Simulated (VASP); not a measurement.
ZrB2: relaxation of cell and atoms with PBE

Crystal: ZrB2.

```
Zr B
1.0
     3.17000    0.00000    0.00000
    -1.58500    2.74530    0.00000
     0.00000    0.00000    3.53300
Zr B
1 2
Direct
  0.00000 0.00000 0.00000
  0.33333 0.66667 0.50000
  0.66667 0.33333 0.50000
```

- Program: VASP 6.6.1
- Task: relaxation of cell and atoms
- Functional: PBE
- Potentials or basis: VASP PAW PBE potentials, release 64 (Zr_sv, B)
- Cutoff: 600 eV
- k mesh: 18 × 18 × 14
- Occupations: fermi-dirac, width 0.1 eV
- Spin: no spin polarisation
- Dipole correction: no
- Further INCAR settings: ALGO = Normal; EDIFF = 1e-06; IBRION = 2; EDIFFG = -0.01; NSW = 80; ISIF = 3

```
Relaxed volume                        : 10.29 Å³/atom
Relaxed cell                          : a = 3.172 Å, b = 3.172 Å, c = 3.543 Å, α = 90.00°, β = 90.00°, γ = 120.00°
Space group after relaxing (to 0.1 Å) : P6/mmm (No. 191)
Energy gained by relaxing             : 0.1 meV/atom
Ionic steps                           : 4
Pressure after relaxing               : 0.0 GPa
Band gap on the k mesh                : zero (bands 9 and 10 overlap by 1.18 eV)
```

Step by step:
```
step  energy change (eV)  largest force (eV/Å)  pressure (GPa)  volume (Å³)
   1              0.0000                0.0000            0.94        30.75
   2              0.0001                0.0000           -1.11        31.01
   3             -0.0004                0.0000           -0.05        30.87
   4             -0.0004                0.0000            0.00        30.87
```

Final structure:
```xyz
3
Lattice="3.1719 0.0000 0.0000 -1.5860 2.7470 0.0000 0.0000 0.0000 3.5426" Properties=species:S:1:pos:R:3 pbc="T T T"
Zr    0.0000    0.0000    3.5426
B     0.0000    1.8313    1.7713
B     1.5860    0.9157    1.7713
```

Levels at points of the mesh, in eV from the Fermi level:
```
           k point  band 6  band 7  band 8  band 9  band 10  band 11  band 12  band 13
(0.00, 0.00, 0.00)   -2.64   -2.64   -2.61   -2.40     3.35     3.35     4.11     4.11
(0.50, 0.00, 0.00)   -8.54   -3.92   -3.08   -2.70     2.19     2.26     4.88     4.94
(0.00, 0.00, 0.50)   -6.98   -0.99   -0.99    0.32     0.32     0.75     0.75     1.76
(0.50, 0.00, 0.50)   -7.03   -4.62   -4.14   -2.04     3.67     4.03     5.25     6.14
```

Wall time 2.8 min on 1 thread of Intel(R) Xeon(R) Platinum 8488C (Sapphire Rapids), on a shared host, peak memory 0.29 GiB.

PBE usually gives volumes a little too large and moduli too small. Zero-point motion and thermal expansion aren't in these numbers.
